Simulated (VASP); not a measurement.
**Cs4Sb: single point with PBE**

Crystal: Cs4Sb.

```
CELL_PARAMETERS angstrom
-4.60536 4.60536 4.60536
4.60536 -4.60536 4.60536
4.60536 4.60536 -4.60536
ATOMIC_POSITIONS crystal
Cs 0.50000 0.50000 0.50000
Cs 0.00000 0.00000 0.50000
Cs 0.00000 0.50000 0.00000
Cs 0.50000 0.00000 0.00000
Sb 0.00000 0.00000 0.00000
```

* Program: VASP 6.6.1
* Task: single point
* Functional: PBE
* Potentials or basis: VASP PAW PBE potentials, release 64 (Cs_sv, Sb)
* Cutoff: 520 eV
* k mesh: 6 × 6 × 6
* Occupations: gaussian, width 0.1 eV
* Spin: no spin polarisation
* Dipole correction: no
* Further INCAR settings: ALGO = Fast; EDIFF = 1e-06; NBANDS = 28

```json
{"Pressure": "0.0 GPa"}
```

Levels at points of the mesh, in eV from the Fermi level:
```csv
k point,band 17,band 18,band 19,band 20,band 21,band 22,band 23,band 24
"(0.00, 0.00, 0.00)",-7.57,-1.13,-0.15,-0.15,-0.15,0.35,0.35,1.67
"(0.50, 0.00, 0.00)",-7.38,-1.18,-0.64,-0.37,0.05,0.25,1.10,1.42
"(0.50, 0.50, 0.50)",-7.22,-1.16,-1.16,-1.16,0.68,0.68,0.68,0.84
```

It took 7.2 min on 1 thread of AMD EPYC 7R43 64-Core Processor (Zen 3), on a shared host, peak memory 0.54 GiB.

Caveat: spin-orbit coupling is left out, which moves the levels of the heavy elements.
